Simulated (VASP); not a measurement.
# Ni: single point with LDA

Crystal: Ni.

```
CELL_PARAMETERS angstrom
2.41775 0.00000 0.00000
-1.20887 2.09383 0.00000
0.00000 0.00000 7.92147
ATOMIC_POSITIONS crystal
Ni 0.00000 0.00000 0.00000
Ni 0.00000 0.00000 0.50000
Ni 0.33333 0.66667 0.25000
Ni 0.66667 0.33333 0.75000
```

This isn't the form of Ni at room conditions, which is fcc.

```
Program                : VASP 6.6.1
Task                   : single point
Functional             : LDA
Potentials or basis    : VASP PAW LDA potentials, release 64 (Ni)
Cutoff                 : 520 eV
k mesh                 : 14 × 14 × 4
Occupations            : fermi-dirac, width 0.1 eV
Spin                   : no spin polarisation
Dipole correction      : no
Further INCAR settings : ALGO = Normal; EDIFF = 1e-06; NBANDS = 28
```

```
Pressure               : -0.1 GPa
Band gap on the k mesh : zero (bands 20 and 21 overlap by 0.63 eV)
```

Levels at points of the mesh, in eV from the Fermi level:
```tsv
k point	band 16	band 17	band 18	band 19	band 20	band 21	band 22	band 23	band 24	band 25
(0.00, 0.00, 0.00)	-1.09	-1.09	-0.76	-0.76	-0.50	-0.50	-0.32	-0.09	-0.09	6.59
(0.50, 0.00, 0.00)	0.00	0.03	0.10	0.11	0.12	0.36	1.48	2.84	3.40	7.42
(0.00, 0.00, 0.50)	-1.82	-0.93	-0.93	-0.93	-0.93	-0.27	-0.27	-0.27	-0.27	9.65
(0.50, 0.00, 0.50)	-0.37	-0.01	-0.01	0.10	0.10	1.60	1.60	3.08	3.08	7.75
```

Wall time 67 s on 1 thread of Intel(R) Xeon(R) Platinum 8259CL CPU @ 2.50GHz (Skylake/Cascade Lake) (shared host), peak memory 0.17 GiB.

Caveat: the run has no spin polarisation, though such a crystal can be magnetic. Spin polarisation is off, so any magnetic state and its effect on volume and gap are missing.
